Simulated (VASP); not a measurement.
**La: single point with PBEsol**

La:

```xyz
2
Lattice="3.6809 0.0000 0.0000 -1.8404 3.1877 0.0000 0.0000 0.0000 5.9261" Properties=species:S:1:pos:R:3 pbc="T T T"
La    1.8404    1.0626    4.4446
La    0.0000    2.1252    1.4815
```

```
Program                : VASP 6.6.1
Task                   : single point
Functional             : PBEsol
Potentials or basis    : VASP PAW PBE potentials, release 64 (La)
Cutoff                 : 520 eV
k mesh                 : 8 × 8 × 5
Occupations            : fermi-dirac, width 0.05 eV
Spin                   : no spin polarisation
Dipole correction      : no
Further INCAR settings : ALGO = Normal; EDIFF = 1e-07; NBANDS = 18
```

```yaml
Pressure: 0.1 GPa
Band_gap_on_the_k_mesh: zero (band 11 reaches 9.51 eV, above the bottom of band 12 at 8.12 eV)
```

Stress tensor (GPa, compression positive):
```
0.03 0.00 0.00
0.00 0.03 0.00
0.00 0.00 0.12
```

Levels at points of the mesh, in eV from the Fermi level:
```csv
k point,band 7,band 8,band 9,band 10,band 11,band 12,band 13,band 14,band 15,band 16
"(0.00, 0.00, 0.00)",-15.55,-15.52,-3.19,-1.87,1.14,1.35,1.35,1.65,1.76,1.76
"(0.50, 0.00, 0.00)",-15.96,-15.75,-1.77,-1.25,-1.19,1.22,1.40,1.46,1.59,2.01
```

Run time: 36 s on 1 thread of AMD EPYC 9R45 96-Core Processor (Zen 5), on a shared host, peak memory 0.17 GiB.

Caveat: the PAW data sets were made with another functional, which shifts forces and pressure a little; spin-orbit coupling is left out, which moves the levels of the heavy elements.
